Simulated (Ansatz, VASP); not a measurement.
## Two plane-wave programs on Cs

Contents of INCAR:

```
ALGO = Normal
EDIFF = 1E-6
EDIFFG = -0.01
ENCUT = 600
GGA = PS
IBRION = 2
ISIF = 3
ISMEAR = -1
LASPH = True
LCHARG = False
LREAL = False
LWAVE = False
NELM = 100
NSW = 80
PREC = Accurate
SIGMA = 0.1
```

The input KPOINTS:

```
k-points
0
Gamma
  7 7 7
```

The input POSCAR:

```
Cs
1.0
    4.9225963477      0.0000000000      0.0000000000
    0.0000000000      4.9225963477      0.0000000000
    0.0000000000      0.0000000000      4.9225963477
Cs
1
Direct
    0.0000000000      0.0000000000      0.0000000000
```

Input for Ansatz:

```yaml
crystal:
  lattice:
    - [4.9225963477, 0.0, 0.0]
    - [0.0, 4.9225963477, 0.0]
    - [0.0, 0.0, 4.9225963477]
  atoms:
    - { symbol: Cs, position: [0.0, 0.0, 0.0] }
hamiltonian:
  xc: pbesol
  pseudopotentials:
    kind: paw
    azcp:
      Cs: "pseudopotentials/Cs.paw.azcp"
basis:
  ecutwfc: 420
  fft_grid_basis: typed
kpoints:
  mp_grid: { grid: [7, 7, 7], shift: [0, 0, 0] }
magnetization:
  spin_polarized: false
scf:
  occupations: { method: fermi_dirac, width: 0.1 }
relax:
  max_steps: 60
  f_tol: 0.01
  cell: {}
output:
  write_density: true
  write_potential: true
  elf: true
  volumetric_format: npy
```

Alike in both runs: task relaxation of cell and atoms; functional PBEsol; k mesh 7 × 7 × 7; occupations fermi-dirac, width 0.1 eV; no spin polarisation.

```csv
,VASP,Ansatz
version,VASP 6.6.1,Ansatz 0.2.0
potentials or method,"VASP PAW PBE potentials, release 64 (Cs_sv), cutoff 600 eV","plane waves (420 eV) with PAW, scalar-relativistic"
valence electrons in the cell,9,9
```

|  | VASP | Ansatz | Ansatz less VASP |
| --- | --- | --- | --- |
| relaxed volume (Å³/atom) | 119.28 | 119.28 | 0.000 |
| relaxed cell length with the largest relative difference (Å) | 4.923 | 4.923 | 0.0000 |

VASP's potentials were made for PBE, not for PBEsol, and Ansatz warns of the same on its side.

Neither program's run includes spin-orbit coupling. Noted on VASP's run: the relaxation stopped at its first step, so nothing moved.
